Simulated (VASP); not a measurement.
Input of a VASP 6.6.1 run:

The input INCAR:

```
SYSTEM = Ge
  PREC = Accurate
  ENCUT = 520
  EDIFF = 1E-7
  ISMEAR = -1
  SIGMA = 0.1
  LREAL = .False.
  LASPH = .True.
  NELM = 60
  ALGO = Normal
  ISIF = 2
  LWAVE = .False.
  LCHARG = .False.
  GGA = PE
  NBANDS = 13
```

The input KPOINTS:

```
regular mesh
0
Gamma
  13 13 13
  0 0 0
```

File POSCAR:

```
Ge
1.0
    2.6005525792      0.0000000000      0.0000000000
    0.0000000000      2.6005525792      0.0000000000
    0.0000000000      0.0000000000      2.6005525792
Ge
1
Direct
    0.0000000000      0.0000000000      0.0000000000
```

Potentials or basis: VASP PAW PBE potentials, release 64 (Ge_d).

Run with:

```console
$ cat potpaw_PBE.64/Ge_d/POTCAR > POTCAR
$ mpirun -np 1 vasp_std > vasp.out
```

Question: Estimate the band gap on the k mesh.

Answer: Zero (band 7 reaches 14.56 eV, above the bottom of band 8 at 4.79 eV).

Question: Predict the pressure.

Answer: 11.5 GPa.
